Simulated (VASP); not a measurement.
Input of a VASP 6.6.1 run:

File INCAR:

```
SYSTEM = Ga
PREC = Accurate
ENCUT = 520
EDIFF = 1E-6
ISMEAR = -1
SIGMA = 0.05
LREAL = .FALSE.
LASPH = .TRUE.
NELM = 80
ALGO = Normal
ISIF = 2
LWAVE = .FALSE.
LCHARG = .TRUE.
GGA = PE
LELF = .TRUE.
LVHAR = .TRUE.
NBANDS = 20
```

The input KPOINTS:

```
Automatic mesh
0
G
  11 11 11
  0 0 0
```

File POSCAR:

```
Ga
1.0
    0.0000000000      2.5849942786      2.5849942786
    2.5849942786      0.0000000000      2.5849942786
    2.5849942786      2.5849942786      0.0000000000
Ga
2
Direct
   -0.1250000000     -0.1250000000     -0.1250000000
    0.1250000000      0.1250000000      0.1250000000
```

Potentials or basis: VASP PAW PBE potentials, release 64 (Ga_d).

Command:

```console
$ cat potpaw_PBE.64/Ga_d/POTCAR > POTCAR
$ mpirun -np 1 vasp_std > vasp.out
```

**Question.** Predict the band gap on the k mesh.

**Answer.** Zero (band 13 reaches 9.67 eV, above the bottom of band 14 at 3.77 eV).

**Question.** What does it give for the pressure?

**Answer.** 35.3 GPa.
